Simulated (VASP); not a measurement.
# LiF (P6_3mc) in VASP: a series of runs, part 2 of 2

VASP 6.6.1.

## 3. Single point, LDA

INCAR reads:

```
SYSTEM = LiF
PREC = Accurate
ENCUT = 520
EDIFF = 1E-6
ISMEAR = 0
SIGMA = 0.05
LREAL = .False.
LASPH = .True.
NELM = 60
ALGO = Normal
ISIF = 2
LWAVE = .False.
LCHARG = .False.
GGA = CA
NBANDS = 18
```

KPOINTS reads:

```
Automatic mesh
0
Gamma
  9 9 6
  0 0 0
```

POSCAR reads:

```
LiF
1.0
    2.9830981508      0.0000000000      0.0000000000
   -1.4915490754      2.5834387805      0.0000000000
    0.0000000000      0.0000000000      4.8069643601
Li F
2 2
Direct
    0.3333333333      0.6666666667      0.3559038391
    0.6666666667      0.3333333333      0.8559038391
    0.3333333333      0.6666666667      0.9910195924
    0.6666666667      0.3333333333      0.4910195924
```

Potentials or basis: VASP PAW LDA potentials, release 64 (Li_sv, F).

On the command line:

```sh
$ cat potpaw_LDA.64/Li_sv/POTCAR potpaw_LDA.64/F/POTCAR > POTCAR
$ mpirun -np 1 vasp_std > vasp.out
```

OUTCAR:

```text
SYSTEM = LiF
   PREC = Accurate
   ENCUT = 520
   EDIFF = 1E-6
   ISMEAR = 0
   LREAL = .False.
   LASPH = .True.
   NELM = 60
   ISIF = 2
   GGA = CA

 ion  position               nearest neighbor table
   1  0.333  0.667  0.356-   3 1.75   4 1.84   4 1.84   4 1.84
   2  0.667  0.333  0.856-   4 1.75   3 1.84   3 1.84   3 1.84
   3  0.333  0.667  0.991-   1 1.75   2 1.84   2 1.84   2 1.84
   4  0.667  0.333  0.491-   2 1.75   1 1.84   1 1.84   1 1.84

  LATTYP: Found a hexagonal cell.
 ALAT       =     2.9830981508
 C/A-ratio  =     1.6114000000

  Lattice vectors:

 A1 = (   2.9830981508,   0.0000000000,   0.0000000000)
 A2 = (  -1.4915490754,   2.5834387805,   0.0000000000)
 A3 = (   0.0000000000,   0.0000000000,   4.8069643601)

Analysis of symmetry for initial positions (statically):
=====================================================================
 Subroutine PRICEL returns:
 Original cell was already a primitive cell.

 Routine SETGRP: Setting up the symmetry group for a
 hexagonal supercell.

[... 172 lines left out ...]

 E-fermi :  -2.3202     XC(G=0):  -9.8670

 val. band max:       -2.5179087288   @ k =   0.0000   0.0000   0.0000
 cond. band min:       5.4292387839   @ k =   0.0000   0.0000   0.0000
 fundamental gap:      7.9471475127
 Fermi energy:        -2.3202092815

 k-point     1 :       0.0000    0.0000    0.0000
  band No.  band energies     occupation
      1     -41.5647      2.00000
      2     -41.4984      2.00000
      3     -21.5598      2.00000
      4     -21.3749      2.00000
      5      -4.7912      2.00000
      6      -2.8544      2.00000
[... 481 lines left out ...]
      5      -4.6508      2.00000
      6      -3.8816      2.00000
[... 10 lines left out ...]
     17      16.4727      0.00000
     18      19.0789      0.00000

 [... further k-points ...]

------------------------ aborting loop because EDIFF is reached ----------------------------------------

  FORCE on cell =-STRESS in cart. coord.  units (eV):
  Direction    XX          YY          ZZ          XY          YZ          ZX
  --------------------------------------------------------------------------------------
  -------------------------------------------------------------------------------------
  Total       -0.2019664     -0.2019664      0.6095091      0.0000000      0.0000000     -0.0000000
  in kB       -8.7348030     -8.7348030     26.3605319      0.0000000      0.0000000     -0.0000000
  external PRESSURE =       2.9636420 kB  Pullay stress =       0.0000000 kB

 VOLUME and BASIS-vectors are now :
 -----------------------------------------------------------------------------
  energy-cutoff  :      520.00
  volume of cell :       37.05
      direct lattice vectors                 reciprocal lattice vectors
     2.983098151  0.000000000  0.000000000     0.335221957  0.193540487  0.000000000
    -1.491549075  2.583438780  0.000000000     0.000000000  0.387080974  0.000000000
     0.000000000  0.000000000  4.806964360     0.000000000  0.000000000  0.208031499

 POSITION                                       TOTAL-FORCE (eV/Angst)
 -----------------------------------------------------------------------------------
     -0.00000      1.72229      1.71082        -0.000000      0.000000      0.373310
      1.49155      0.86115      4.11430         0.000000      0.000000      0.373310
     -0.00000      1.72229      4.76380        -0.000000     -0.000000     -0.373310
      1.49155      0.86115      2.36031        -0.000000      0.000000     -0.373310
 -----------------------------------------------------------------------------------
    total drift:                                0.000000      0.000000      0.001169

  FREE ENERGIE OF THE ION-ELECTRON SYSTEM (eV)
  ---------------------------------------------------
  free  energy   TOTEN  =       -20.7781245996 eV

  energy  without entropy=      -20.7781245995  energy(sigma->0) =      -20.77812460
```

stdout:

```text
POSCAR found type information on POSCAR LiF
 POSCAR found :  2 types and       4 ions
 scaLAPACK will be used
 LDA part: xc-table for (Slater(with rela. corr.)+CA(PZ))
 , standard interpolation
 POSCAR, INCAR and KPOINTS ok, starting setup
 FFT: planning ... GRIDC
 FFT: planning ... GRID_SOFT
 FFT: planning ... GRID
 WAVECAR not read
 entering main loop
```

Wall time 16 s (1 thread of Intel Xeon Platinum 8259CL at 2.50GHz (Skylake/Cascade Lake), shared host); peak memory 0.14 GiB.

Results:

* Free energy: -20.7781 eV
* Largest force: 0.373 eV/Å
* Band gap on the k mesh: 7.95 eV

Forces on the atoms (eV/Å):
```
Li   0.000  0.000  0.373
Li   0.000  0.000  0.373
F    0.000  0.000 -0.373
F    0.000  0.000 -0.373
```

Caveat: the cutoff is under 1.25 times the usual one of these potentials, so pressure, stress and relaxed cells hold a basis-set (Pulay) error.

## 4. Single point, LDA

This run uses another cell than the first one, of the same volume but with other edges.

INCAR reads:

```
SYSTEM = LiF
  PREC = Accurate
  ENCUT = 520
  EDIFF = 1E-6
  ISMEAR = 0
  SIGMA = 0.05
  LREAL = .FALSE.
  LASPH = .TRUE.
  NELM = 60
  ALGO = Normal
  ISIF = 2
  LWAVE = .FALSE.
  LCHARG = .FALSE.
  GGA = CA
  NBANDS = 18
```

KPOINTS reads:

```
regular mesh
0
G
  9 9 6
  0 0 0
```

POSCAR reads:

```
LiF
1.0
    2.9533413869      0.0000000000      0.0000000000
   -1.4766706934      2.5576686671      0.0000000000
    0.0000000000      0.0000000000      4.9043187070
Li F
2 2
Direct
    0.3333333333      0.6666666667      0.3559038391
    0.6666666667      0.3333333333      0.8559038391
    0.3333333333      0.6666666667      0.9910195924
    0.6666666667      0.3333333333      0.4910195924
```

On the command line:

```sh
$ cat potpaw_LDA.64/Li_sv/POTCAR potpaw_LDA.64/F/POTCAR > POTCAR
$ mpirun -np 1 vasp_std > vasp.out
```

Run time: 14 s. Hardware: 1 thread of Intel Xeon Platinum 8559C (Emerald Rapids), shared host; peak memory 0.14 GiB.

Results (log left out):

| Property | Result |
| --- | --- |
| Free energy | -20.7849 eV |
| Largest force | 0.201 eV/Å |
| Band gap on the k mesh | 7.92 eV |

Forces in eV/Å, atoms in the order of the input:
```
Li   0.000  0.000  0.201
Li   0.000  0.000  0.201
F    0.000  0.000 -0.201
F    0.000  0.000 -0.201
```

Levels at points of the mesh, in eV from the valence-band top:
| k point | band 8 | band 9 | band 10 | band 11 | band 12 | band 13 |
| --- | --- | --- | --- | --- | --- | --- |
| (0.00, 0.00, 0.00) | -0.16 | 0.00 | 0.00 | 7.92 | 11.90 | 15.29 |
| (0.00, 0.00, 0.50) | -0.15 | -0.15 | -0.15 | 9.50 | 9.50 | 17.51 |

Caveat: the cutoff is under 1.25 times the usual one of these potentials, so pressure, stress and relaxed cells hold a basis-set (Pulay) error.

## 5. Single point, LDA

This run uses another cell than the first one, of the same volume but with other edges.

INCAR reads:

```
SYSTEM = LiF
PREC = Accurate ; ENCUT = 520
EDIFF = 1E-7 ; ISMEAR = 0
SIGMA = 0.05 ; LREAL = .FALSE.
LASPH = .TRUE. ; NELM = 80
ALGO = Normal ; ISIF = 2
LWAVE = .FALSE. ; LCHARG = .FALSE.
GGA = CA ; NBANDS = 18
```

KPOINTS is that of step 4.

POSCAR reads:

```
LiF
1.0
    3.1154738578      0.0000000000      0.0000000000
   -1.5577369289      2.6980795057      0.0000000000
    0.0000000000      0.0000000000      4.4071493192
Li F
2 2
Direct
    0.3333333333      0.6666666667      0.3746202181
    0.6666666667      0.3333333333      0.8746202181
    0.3333333333      0.6666666667      0.9910195924
    0.6666666667      0.3333333333      0.4910195924
```

On the command line:

```sh
$ cat potpaw_LDA.64/Li_sv/POTCAR potpaw_LDA.64/F/POTCAR > POTCAR
$ mpirun -np 1 vasp_std > vasp.out
```

It took 15 s on 1 thread of Intel Xeon Platinum 8559C (Emerald Rapids), shared host; peak memory 0.14 GiB.

Results (log left out):

```
Free energy            : -20.6983 eV
Largest force          : 0.793 eV/Å
Band gap on the k mesh : 7.77 eV
```

Forces in eV/Å, atoms in the order of the input:
```
Li   0.000  0.000  0.793
Li   0.000  0.000  0.793
F    0.000  0.000 -0.793
F    0.000  0.000 -0.793
```

Levels at points of the mesh, in eV from the valence-band top:
```tsv
k point	band 8	band 9	band 10	band 11	band 12	band 13
(0.00, 0.00, 0.00)	-0.23	-0.23	0.00	7.77	12.71	16.13
(0.00, 0.00, 0.50)	-0.50	-0.50	-0.50	9.61	9.61	18.02
```

Caveat: the cutoff is under 1.25 times the usual one of these potentials, so pressure, stress and relaxed cells hold a basis-set (Pulay) error. A k mesh can miss the band edges.

## 6. Overview

| cell | gap on the mesh (eV) | largest force (eV/Å) |
| --- | --- | --- |
| a = 2.983, b = 2.983, c = 4.807 Å, angles 90.0, 90.0, 120.0°, 4 atoms, atomic positions A | 7.92 | 0.05 |
| a = 2.983, b = 2.983, c = 4.807 Å, angles 90.0, 90.0, 120.0°, 4 atoms, atomic positions B | 7.95 | 0.37 |
| a = 2.953, b = 2.953, c = 4.904 Å, angles 90.0, 90.0, 120.0°, 4 atoms, atomic positions B | 7.92 | 0.20 |
| a = 3.115, b = 3.115, c = 4.407 Å, angles 90.0, 90.0, 120.0°, 4 atoms, atomic positions A | 7.77 | 0.79 |

Alike in all rows: task single point; level LDA; potentials or basis VASP PAW LDA potentials, release 64 (Li_sv, F); no spin polarisation; k mesh 9 × 9 × 6; cutoff (eV) 520; smearing gaussian 0.05 eV.

Caveats: the cutoff is under 1.25 times the usual one of these potentials, so pressure, stress and relaxed cells hold a basis-set (Pulay) error.

Absolute energies hang on the potentials; compare differences alone.
